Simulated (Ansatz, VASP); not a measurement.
Two plane-wave programs on Be

```
Be
1.0
     1.16221   -2.01301    0.00000
     1.16221    2.01301    0.00000
     0.00000    0.00000    3.71785
Be
2
Direct
  0.33333 0.66667 0.25000
  0.66667 0.33333 0.75000
```

Alike in both runs: task relaxation of cell and atoms; functional PBE; k mesh 8 × 8 × 5; no spin polarisation.

```csv
,VASP,Ansatz
version,VASP 6.6.1,Ansatz 0.2 development build
potentials or method,"VASP PAW PBE potentials, release 64 (Be)","PAW hard, scalar-relativistic"
plane-wave cutoff (eV),600,960
occupations,"fermi-dirac, width 0.1 eV",fermi-dirac
```

```csv
,VASP,Ansatz,Ansatz less VASP
relaxed volume (Å³/atom),7.90,7.90,+0.002
relaxed cell length with the largest relative difference (Å),2.255,2.256,+0.0003
```

Ansatz's warnings: cutoff auto derived.

The k mesh is coarse, so the values compare programs but aren't converged.
